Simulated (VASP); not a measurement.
## Si: single point with PBE

The system is Si.

```
Si
1.0
     2.48359    0.00000    0.00000
    -1.24179    2.42543    0.00000
     0.00000    0.00000    2.49691
Si
1
Cartesian
  0.0000 0.0000 0.0000
```

This cell differs from its parent crystal: strain -0.0600 x Voigt [1, -1, 0, 0, 0, 0].

| Quantity | Value |
| --- | --- |
| Program | VASP 6.6.1 |
| Task | single point |
| Functional | PBE |
| Potentials or basis | VASP PAW PBE potentials, release 64 (Si) |
| Cutoff | 520 eV |
| k mesh | 24 × 24 × 24 |
| Occupations | gaussian, width 0.15 eV |
| Spin | no spin polarisation |

| Item | Value |
| --- | --- |
| Pressure | 1.6 GPa |
| Band gap on the k mesh | zero (bands 2 and 3 overlap by 11.09 eV) |

Stress tensor (GPa, compression positive):
```
 7.95  0.00  0.00
 0.00 -1.47  0.00
 0.00  0.00 -1.55
```

Levels at points of the mesh, in eV from the Fermi level:
```csv
k point,band 1,band 2,band 3,band 4,band 5,band 6
"(0.00, 0.00, 0.00)",-13.92,7.35,7.64,8.33,10.29,11.77
"(0.50, 0.00, 0.00)",-6.87,-6.46,4.09,5.87,12.93,14.93
"(0.00, 0.50, 0.00)",-8.67,-6.95,7.73,7.95,11.51,14.72
"(0.00, 0.00, 0.50)",-9.22,-7.06,11.79,12.94,15.00,15.20
"(0.50, 0.00, 0.50)",-2.79,-1.54,-1.24,1.79,7.60,11.32
"(0.00, 0.50, 0.50)",-3.35,-3.17,-2.92,1.21,11.24,14.06
```

Wall time 3.6 min on 1 thread of Intel Xeon 8259CL, with other jobs on the host, peak memory 0.3 GiB.

Caveat: the cell differs from its parent crystal (strain -0.0600 x Voigt [1, -1, 0, 0, 0, 0]).
